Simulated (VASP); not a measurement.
# Cu in VASP: a series of runs

Cu is run at these levels: PBEsol, PBE0; tasks: single point.

Program: VASP 6.6.1. These are calculated values, not measurements. Logs are shortened: lines on timing, memory, paths and dates and some standing lists are left out, and cuts for length are marked.

## Step 1: The cell of the first run

The typed cell holds 2 atoms: a = 2.506 Å, b = 2.516 Å, c = 4.171 Å, α = 89.32°, β = 89.41°, γ = 119.56°.

## Step 2: Single point, PBEsol (the cell strained at random)

INCAR

```
ALGO = Fast
EDIFF = 1E-7
ENCUT = 520
GGA = PS
ISIF = 2
ISMEAR = 1
LASPH = True
LCHARG = False
LREAL = False
LWAVE = False
NBANDS = 18
NELM = 80
PREC = Accurate
SIGMA = 0.2
```

KPOINTS

```
k-points
0
Gamma
  12 12 7
```

POSCAR

```
Cu
1.0
    2.5056210000      0.0064180000      0.0131310000
   -1.2472520000      2.1854140000      0.0150950000
    0.0213100000      0.0405910000      4.1711940000
Cu
2
Direct
    0.6666666667      0.3333333333      0.7500000000
    0.3333333333      0.6666666667      0.2500000000
```

Potentials or basis: VASP PAW PBE potentials, release 64 (Cu).

On the command line:

```bash
$ cat potpaw_PBE.64/Cu/POTCAR > POTCAR
$ mpirun -np 1 vasp_std > vasp.out
```

OUTCAR:

```text
EDIFF = 1E-7
   ENCUT = 520
   GGA = PS
   ISIF = 2
   ISMEAR = 1
   LASPH = True
   LREAL = False
   NELM = 80
   PREC = Accurate

 ion  position               nearest neighbor table
   1  0.667  0.333  0.750-   2 2.52   2 2.52   2 2.54   2 2.54   2 2.56   2 2.57
   2  0.333  0.667  0.250-   1 2.52   1 2.52   1 2.54   1 2.54   1 2.56   1 2.57

  LATTYP: Found a triclinic cell.
 ALAT       =     2.5275317532
 B/A-ratio  =     0.9913480309
 C/A-ratio  =     1.6504029763
 COS(alpha) =     0.0103735890
 COS(beta)  =     0.0221483813
 COS(gamma) =     0.5001360171

  Lattice vectors:

 A1 = (  -1.2583690000,  -2.1918320000,  -0.0282260000)
 A2 = (  -2.5056210000,  -0.0064180000,  -0.0131310000)
 A3 = (  -0.0213100000,  -0.0405910000,  -4.1711940000)

Analysis of symmetry for initial positions (statically):
=====================================================================
 Subroutine PRICEL returns:
 Original cell was already a primitive cell.

 Routine SETGRP: Setting up the symmetry group for a
 triclinic supercell.

 Subroutine GETGRP returns: Found  2 space group operations
 (whereof  2 operations were pure point group operations)
 out of a pool of  2 trial point group operations.

The static configuration has the point symmetry S_2 .

Analysis of symmetry for dynamics (positions and initial velocities):
=====================================================================
 Subroutine PRICEL returns:
 Original cell was already a primitive cell.

 Routine SETGRP: Setting up the symmetry group for a
 triclinic supercell.

 Subroutine GETGRP returns: Found  2 space group operations
 (whereof  2 operations were pure point group operations)
 out of a pool of  2 trial point group operations.

The dynamic configuration has the point symmetry S_2 .

 Subroutine INISYM returns: Found  2 space group operations
 (whereof  2 operations are pure point group operations),
 and found     1 'primitive' translations

----------------------------------------------------------------------------------------

                                     Primitive cell

  volume of cell :      22.8713

  direct lattice vectors                    reciprocal lattice vectors
     2.505621000  0.006418000  0.013131000     0.398542242  0.227484019 -0.004249800
    -1.247252000  2.185414000  0.015095000    -0.001147191  0.456955158 -0.004440892
     0.021310000  0.040591000  4.171194000    -0.001250467 -0.002369784  0.239768958

  length of vectors
     2.505663627  2.516326641  4.171445928     0.458914980  0.456978177  0.239783929

  position of ions in fractional coordinates (direct lattice)
     0.666666667  0.333333333  0.750000000
     0.333333333  0.666666667  0.250000000

  ion indices of the primitive-cell ions
   primitive index   ion index
                 1           1
                 2           2

----------------------------------------------------------------------------------------

 KPOINTS: k-points

Automatic generation of k-mesh.
 Grid dimensions read from file:
 generate k-points for:   12   12    7

 Generating k-lattice:

  Cartesian coordinates                     Fractional coordinates (reciprocal lattice)
     0.033211854  0.018957002 -0.000354150     0.083333333  0.000000000 -0.000000000
    -0.000095599  0.038079596 -0.000370074     0.000000000  0.083333333 -0.000000000
    -0.000178638 -0.000338541  0.034252708     0.000000000 -0.000000000  0.142857143

  Length of vectors
     0.038242915  0.038081515  0.034254847

  Shift w.r.t. Gamma in fractional coordinates (k-lattice)
     0.000000000  0.000000000  0.000000000

 Subroutine IBZKPT returns following result:
 ===========================================

 Found    506 irreducible k-points:

 Following reciprocal coordinates:
            Coordinates               Weight
  0.000000  0.000000  0.000000      1.000000
  0.083333 -0.000000  0.000000      2.000000
  0.166667 -0.000000  0.000000      2.000000
  0.250000 -0.000000  0.000000      2.000000
  0.333333 -0.000000  0.000000      2.000000
[... 39 lines left out ...]
 maximum number of plane-waves:       628
   NGX =  9   NGY =  9   NGZ = 15

 number of electron      21.9999996 magnetization

 Free energy of the ion-electron system (eV)
  ---------------------------------------------------
  ext. energy  EPLUGINS =         0.00000000
  ---------------------------------------------------
  free energy    TOTEN  =        -8.57880968 eV

  energy without entropy =       -8.57684310  energy(sigma->0) =       -8.57815415

 E-fermi :   7.7578     XC(G=0): -13.0963

 val. band max:        7.7491997507   @ k =  -0.4167   0.0833   0.4286
 cond. band min:       7.7596988418   @ k =   0.2500   0.2500   0.2857
 fundamental gap:      0.0104990911
 Fermi energy:         7.7577883762

 k-point     1 :       0.0000    0.0000    0.0000
  band No.  band energies     occupation
      1      -1.8326      2.00000
      2       2.4957      2.00000
      3       4.6167      2.00000
      4       4.7031      2.00000
      5       4.7815      2.00000
      6       4.9141      2.00000
[... 10 lines left out ...]
     17      31.6714      0.00000
     18      31.7935      0.00000

 k-point     2 :       0.0833   -0.0000    0.0000
  band No.  band energies     occupation
      1      -1.6004      2.00000
      2       2.6340      2.00000
      3       4.5294      2.00000
      4       4.7878      2.00000
      5       4.8467      2.00000
      6       4.8990      2.00000
[... 10 lines left out ...]
     17      31.8681      0.00000
     18      32.8446      0.00000

 k-point     3 :       0.1667   -0.0000    0.0000
  band No.  band energies     occupation
      1      -0.9203      2.00000
      2       2.9849      2.00000
      3       4.3496      2.00000
      4       4.5060      2.00000
      5       4.7533      2.00000
      6       5.0113      2.00000
[... 10 lines left out ...]
     17      29.7847      0.00000
     18      32.0151      0.00000

 k-point     4 :       0.2500   -0.0000    0.0000
  band No.  band energies     occupation
      1       0.1444      2.00000
      2       3.3066      2.00000
      3       3.9552      2.00000
      4       4.2296      2.00000
      5       4.6527      2.00000
      6       4.9736      2.00000
[... 375 lines left out ...]
      4       3.9653      2.00000
      5       4.6888      2.00000
      6       4.7228      2.00000
[... 10 lines left out ...]
     17      26.7060      0.00000
     18      27.6728      0.00000

 k-point    23 :       0.2500    0.1667    0.0000
  band No.  band energies     occupation
      1       1.9292      2.00000
      2       3.5725      2.00000
      3       3.5941      2.00000
      4       3.9291      2.00000
      5       4.5986      2.00000
      6       4.7917      2.00000
[... 10 lines left out ...]
     17      24.4543      0.00000
     18      25.5977      0.00000

 k-point    24 :       0.3333    0.1667    0.0000
  band No.  band energies     occupation
      1       2.8673      2.00000
      2       3.4219      2.00000
      3       3.4492      2.00000
      4       4.1119      2.00000
      5       4.5677      2.00000
      6       4.7633      2.00000
[... 10 lines left out ...]
     17      21.4082      0.00000
     18      25.0358      0.00000

 [... further k-points ...]
[... 5 lines left out ...]
  --------------------------------------------------------------------------------------
  -------------------------------------------------------------------------------------
  Total        0.1194264      0.0179143     -0.4035406     -0.0287826     -0.0875244     -0.0473964
  in kB        8.3660506      1.2549294    -28.2687947     -2.0162746     -6.1312543     -3.3202083
  external PRESSURE =      -6.2159382 kB  Pullay stress =       0.0000000 kB

 VOLUME and BASIS-vectors are now :
 -----------------------------------------------------------------------------
  energy-cutoff  :      520.00
  volume of cell :       22.87
      direct lattice vectors                 reciprocal lattice vectors
     2.505621000  0.006418000  0.013131000     0.398542242  0.227484019 -0.004249800
    -1.247252000  2.185414000  0.015095000    -0.001147191  0.456955158 -0.004440892
     0.021310000  0.040591000  4.171194000    -0.001250467 -0.002369784  0.239768958

 POSITION                                       TOTAL-FORCE (eV/Angst)
 -----------------------------------------------------------------------------------
      1.27065      0.76319      3.14218         0.003731     -0.010132      0.001628
      0.00903      1.46923      1.05724        -0.003731      0.010132     -0.001628
 -----------------------------------------------------------------------------------
    total drift:                                0.000000     -0.000000      0.000000

  FREE ENERGIE OF THE ION-ELECTRON SYSTEM (eV)
  ---------------------------------------------------
  free  energy   TOTEN  =        -8.5788096761 eV

  energy  without entropy=       -8.5768431007  energy(sigma->0) =       -8.57815415
```

Wall time 2.3 min (1 thread of Intel Xeon 6975P-C, shared host); peak memory 0.28 GiB.

What came out:

* Free energy: -8.5788 eV
* Pressure: -0.6 GPa
* Largest force: 0.011 eV/Å
* Band gap on the k mesh: zero (band 11 reaches 11.90 eV, above the bottom of band 12 at 5.90 eV)

Forces on the atoms (eV/Å):
```
Cu   0.004 -0.010  0.002
Cu  -0.004  0.010 -0.002
```

Stress tensor (GPa, compression positive):
```
 0.84 -0.20 -0.33
-0.20  0.13 -0.61
-0.33 -0.61 -2.83
```

Levels at points of the mesh, in eV from the Fermi level:
```tsv
k point	band 7	band 8	band 9	band 10	band 11	band 12	band 13	band 14	band 15	band 16
(0.00, 0.00, 0.00)	-2.77	-2.46	-2.45	-1.72	-1.71	-1.22	3.74	21.80	22.45	22.75
(0.50, 0.00, 0.00)	-2.78	-1.59	-1.58	-1.49	0.07	1.71	7.68	8.39	10.65	11.38
(0.00, 0.50, 0.00)	-2.80	-1.59	-1.58	-1.50	0.03	1.65	7.59	8.33	10.57	11.32
(0.50, 0.50, 0.00)	-2.75	-1.59	-1.58	-1.49	0.10	1.77	7.93	8.28	10.88	11.28
```

Caveat: the cell differs from its parent crystal (the cell strained at random); the PAW data sets were made with another functional, which shifts forces and pressure a little.

## Step 3: Single point, PBE0

This run uses another cell than the first one, of 11.21 Å³/atom, 0.980 times its volume.

POSCAR

```
Cu
1.0
    2.5170887971      0.0000000000      0.0000000000
   -1.2585443986      2.1798628419      0.0000000000
    0.0000000000      0.0000000000      4.0849690207
Cu
2
Direct
    0.6666666667      0.3333333333      0.7500000000
    0.3333333333      0.6666666667      0.2500000000
```

INCAR.step1

```
ALGO     = Normal         # electronic algorithm
EDIFF    = 1E-5           # SCF threshold, eV
ENCUT    = 520            # plane-wave cutoff, eV
GGA      = PE             # functional
ISIF     = 2              # what is computed and relaxed
ISMEAR   = -1             # smearing method
LASPH    = T              # aspherical terms in the spheres
LCHARG   = F              # write CHGCAR
LREAL    = F              # projectors in reciprocal space
LWAVE    = T              # write WAVECAR
NBANDS   = 18             # bands
NELM     = 60             # most SCF steps
PREC     = Accurate       # precision mode
SIGMA    = 0.05           # smearing width, eV
```

INCAR.step2

```
AEXX     = 0.25           # exact-exchange fraction
ALGO     = Normal         # electronic algorithm
EDIFF    = 1E-6           # SCF threshold, eV
ENCUT    = 520            # plane-wave cutoff, eV
GGA      = PE             # functional
ISIF     = 2              # what is computed and relaxed
ISMEAR   = -1             # smearing method
ISTART   = 1            
LASPH    = T              # aspherical terms in the spheres
LCHARG   = F              # write CHGCAR
LHFCALC  = T              # exact exchange
LREAL    = F              # projectors in reciprocal space
LWAVE    = F              # write WAVECAR
NBANDS   = 18             # bands
NELM     = 60             # most SCF steps
PREC     = Accurate       # precision mode
PRECFOCK = Normal       
SIGMA    = 0.05           # smearing width, eV
```

KPOINTS

```
k-points
0
Gamma
  6 6 4
```

Potentials or basis: VASP PAW PBE potentials, release 64 (Cu).

On the command line:

```bash
$ cat potpaw_PBE.64/Cu/POTCAR > POTCAR
$ cp INCAR.step1 INCAR
$ mpirun -np 1 vasp_std > vasp.out
$ cp INCAR.step2 INCAR
$ mpirun -np 1 vasp_std > vasp.out
```

Run time: 14 min. Hardware: 1 thread of Intel Xeon 6975P-C (Granite Rapids), shared host; peak memory 0.15 GiB.

Results (log left out):

```yaml
Free_energy: -7.6152 eV
Pressure: 11.7 GPa
Band_gap_on_the_k_mesh: zero (band 11 reaches 13.16 eV, above the bottom of band 12 at 4.23 eV)
```

Stress tensor (GPa, compression positive):
```
12.66  0.00  0.00
 0.00 12.66  0.00
 0.00  0.00  9.69
```

Levels at points of the mesh, in eV from the Fermi level:
| k point | band 7 | band 8 | band 9 | band 10 | band 11 | band 12 | band 13 | band 14 | band 15 | band 16 |
| --- | --- | --- | --- | --- | --- | --- | --- | --- | --- | --- |
| (0.00, 0.00, 0.00) | -4.14 | -3.85 | -3.85 | -2.86 | -2.86 | -0.86 | 5.85 | 23.84 | 25.09 | 25.09 |
| (0.50, 0.00, 0.00) | -4.02 | -2.77 | -2.73 | -2.64 | 0.67 | 2.86 | 10.01 | 10.62 | 13.08 | 13.94 |
| (0.00, 0.00, 0.50) | -4.44 | -4.44 | -3.18 | -3.18 | -3.18 | -3.18 | 15.35 | 15.35 | 24.60 | 24.60 |
| (0.50, 0.00, 0.50) | -2.95 | -2.95 | -2.67 | -2.67 | 1.55 | 1.55 | 6.93 | 6.93 | 19.00 | 19.00 |

Caveat: the k points lie up to 0.48 Å⁻¹ apart; the PAW data sets were made with another functional, which shifts forces and pressure a little.

## Step 4: Single point, PBEsol

This run uses another cell than the first one, of 9.95 Å³/atom, 0.870 times its volume.

INCAR

```
PREC = Accurate
ENCUT = 520
EDIFF = 1E-6
ISMEAR = -1
SIGMA = 0.05
LREAL = F
LASPH = T
NELM = 80
ALGO = Fast
ISIF = 2
LWAVE = F
LCHARG = F
GGA = PS
NBANDS = 18
```

KPOINTS

```
Automatic mesh
0
Gamma
  12 12 7
```

POSCAR

```
Cu
1.0
    2.4151026252      0.0000000000      0.0000000000
   -1.2075513126      2.0915402261      0.0000000000
    0.0000000000      0.0000000000      3.9390817018
Cu
2
Direct
    0.6666666667      0.3333333333      0.7500000000
    0.3333333333      0.6666666667      0.2500000000
```

On the command line:

```bash
$ cat potpaw_PBE.64/Cu/POTCAR > POTCAR
$ mpirun -np 1 vasp_std > vasp.out
```

Wall time 40 s (1 thread of AMD EPYC 7R43 (Zen 3), shared host); peak memory 0.1 GiB.

It converged, with:

- Free energy: -8.3442 eV
- Pressure: 30.5 GPa
- Band gap on the k mesh: zero (band 11 reaches 14.16 eV, above the bottom of band 12 at 7.60 eV)

Stress tensor (GPa, compression positive):
```
30.50  0.00  0.00
 0.00 30.50  0.00
 0.00  0.00 30.41
```

Levels at points of the mesh, in eV from the Fermi level:
| k point | band 8 | band 9 | band 10 | band 11 | band 12 | band 13 | band 14 | band 15 |
| --- | --- | --- | --- | --- | --- | --- | --- | --- |
| (0.00, 0.00, 0.00) | -2.88 | -2.88 | -1.90 | -1.90 | -1.53 | 4.73 | 22.72 | 24.45 |
| (0.50, 0.00, 0.00) | -1.78 | -1.71 | -1.65 | 0.01 | 1.95 | 8.61 | 9.23 | 11.82 |

Caveat: the PAW data sets were made with another functional, which shifts forces and pressure a little.

## Step 5: Single point, PBEsol

This run uses another cell than the first one, of 10.31 Å³/atom, 0.901 times its volume.

Edit INCAR of step 4 so:

```diff
@@ -2,3 +2,3 @@
 ENCUT = 520
-EDIFF = 1E-6
+EDIFF = 1E-7
 ISMEAR = -1
```

KPOINTS is that of step 4.

POSCAR

```
Cu
1.0
    2.4441867993      0.0000000000      0.0000000000
   -1.2220933997      2.1167278598      0.0000000000
    0.0000000000      0.0000000000      3.9844554941
Cu
2
Direct
    0.6666666667      0.3333333333      0.7500000000
    0.3333333333      0.6666666667      0.2500000000
```

On the command line:

```bash
$ cat potpaw_PBE.64/Cu/POTCAR > POTCAR
$ mpirun -np 1 vasp_std > vasp.out
```

Run time: 54 s. Hardware: 1 thread of AMD EPYC 7R43 (Zen 3), shared host; peak memory 0.1 GiB.

The run converged. Its results:

| Property | Result |
| --- | --- |
| Free energy | -8.4593 eV |
| Pressure | 20.7 GPa |
| Band gap on the k mesh | zero (band 11 reaches 13.53 eV, above the bottom of band 12 at 7.14 eV) |

Levels at points of the mesh, in eV from the Fermi level:
| k point | band 9 | band 10 | band 11 | band 12 | band 13 | band 14 |
| --- | --- | --- | --- | --- | --- | --- |
| (0.00, 0.00, 0.00) | -2.77 | -1.85 | -1.85 | -1.40 | 4.54 | 22.45 |
| (0.50, 0.00, 0.00) | -1.67 | -1.61 | 0.02 | 1.87 | 8.44 | 9.00 |

Caveat: the PAW data sets were made with another functional, which shifts forces and pressure a little.

## Step 6: Single point, PBEsol

This run uses another cell than the first one, of 10.75 Å³/atom, 0.940 times its volume.

INCAR

```
SYSTEM = Cu
PREC = Accurate
ENCUT = 520
EDIFF = 1E-7
ISMEAR = -1
SIGMA = 0.05
LREAL = .FALSE.
LASPH = .TRUE.
NELM = 60
ALGO = Normal
ISIF = 2
LWAVE = .FALSE.
LCHARG = .TRUE.
GGA = PS
LELF = .TRUE.
LVHAR = .TRUE.
NBANDS = 18
```

KPOINTS

```
Automatic mesh
0
G
  12 12 7
  0 0 0
```

POSCAR

```
Cu
1.0
    2.4791411056      0.0000000000      0.0000000000
   -1.2395705528      2.1469991770      0.0000000000
    0.0000000000      0.0000000000      4.0390593787
Cu
2
Direct
    0.6666666667      0.3333333333      0.7500000000
    0.3333333333      0.6666666667      0.2500000000
```

Potentials or basis: VASP PAW PBE potentials, release 64 (Cu).

On the command line:

```bash
$ cat potpaw_PBE.64/Cu/POTCAR > POTCAR
$ mpirun -np 1 vasp_std > vasp.out
```

It took 35 s on 1 thread of AMD EPYC 7R43 (Zen 3), shared host; peak memory 0.1 GiB.

Results (log left out):

| Property | Result |
| --- | --- |
| Free energy | -8.5459 eV |
| Pressure | 10.8 GPa |
| Band gap on the k mesh | zero (band 11 reaches 12.82 eV, above the bottom of band 12 at 6.62 eV) |

Stress tensor (GPa, compression positive):
```
10.83  0.00  0.00
 0.00 10.83  0.00
 0.00  0.00 10.72
```

Levels at points of the mesh, in eV from the Fermi level:
```
           k point  band 9  band 10  band 11  band 12  band 13  band 14
(0.00, 0.00, 0.00)   -2.66    -1.79    -1.79    -1.26     4.31    22.11
(0.50, 0.00, 0.00)   -1.62    -1.56     0.02     1.78     8.23     8.73
```

Caveat: the PAW data sets were made with another functional, which shifts forces and pressure a little.

## Step 7: Summary

```csv
level,cell,k mesh,smearing,grid for exact exchange (PRECFOCK),gap on the mesh (eV),pressure (GPa)
PBEsol,"a = 2.506, b = 2.516, c = 4.171 Å, angles 89.3, 89.4, 119.6°, 2 atoms",12 × 12 × 7,methfessel-paxton 0.2 eV,-,none,-0.6
PBE0,"a = 2.517, b = 2.517, c = 4.085 Å, angles 90.0, 90.0, 120.0°, 2 atoms",6 × 6 × 4,fermi-dirac 0.05 eV,Normal,none,11.7
PBEsol,"a = 2.415, b = 2.415, c = 3.939 Å, angles 90.0, 90.0, 120.0°, 2 atoms",12 × 12 × 7,fermi-dirac 0.05 eV,-,none,30.5
PBEsol,"a = 2.444, b = 2.444, c = 3.984 Å, angles 90.0, 90.0, 120.0°, 2 atoms",12 × 12 × 7,fermi-dirac 0.05 eV,-,none,20.7
PBEsol,"a = 2.479, b = 2.479, c = 4.039 Å, angles 90.0, 90.0, 120.0°, 2 atoms",12 × 12 × 7,fermi-dirac 0.05 eV,-,none,10.8
```

Alike in all rows: task single point; potentials or basis VASP PAW PBE potentials, release 64 (Cu); no spin polarisation; cutoff (eV) 520.

Caveats: some runs use coarse meshes; the PAW data sets were made with another functional, which shifts forces and pressure a little.

Absolute energies hang on the potentials; compare differences alone.
